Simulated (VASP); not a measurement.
A run of VASP 6.6.1:

INCAR

```
PREC     = Accurate       # precision mode
ENCUT    = 500            # plane-wave cutoff, eV
EDIFF    = 1E-6           # SCF threshold, eV
ISMEAR   = -1             # smearing method
SIGMA    = 0.1            # smearing width, eV
LREAL    = False          # projectors in reciprocal space
LASPH    = True           # aspherical terms in the spheres
NELM     = 120            # most SCF steps
ALGO     = Normal         # electronic algorithm
ISIF     = 2              # what is computed and relaxed
LWAVE    = False          # write WAVECAR
LCHARG   = True           # write CHGCAR
GGA      = CA             # functional
LELF     = True           # ELF
LVHAR    = True         
NBANDS   = 8              # bands
GGA_COMPAT= False
```

KPOINTS

```
Automatic mesh
0
Gamma
  15 15 15
```

The input POSCAR:

```
Sb
1.0
    0.0000000000      1.9769714060      1.9769714060
    1.9769714060      0.0000000000      1.9769714060
    1.9769714060      1.9769714060      0.0000000000
Sb
1
Direct
    0.0000000000      0.0000000000      0.0000000000
```

Potentials or basis: VASP PAW LDA potentials, release 64 (Sb).

Command:

```console
$ cat potpaw_LDA.64/Sb/POTCAR > POTCAR
$ mpirun -np 1 vasp_std > vasp.out
```

Hardware: 1 thread of Intel Xeon 6975P-C (shared host).

**Question.** How long does it take, and how much memory?

**Answer.** It took 7.3 s on 1 thread of Intel Xeon 6975P-C, with other jobs on the host, peak memory 0.12 GiB. Counts: scf iterations 9, k points 120.
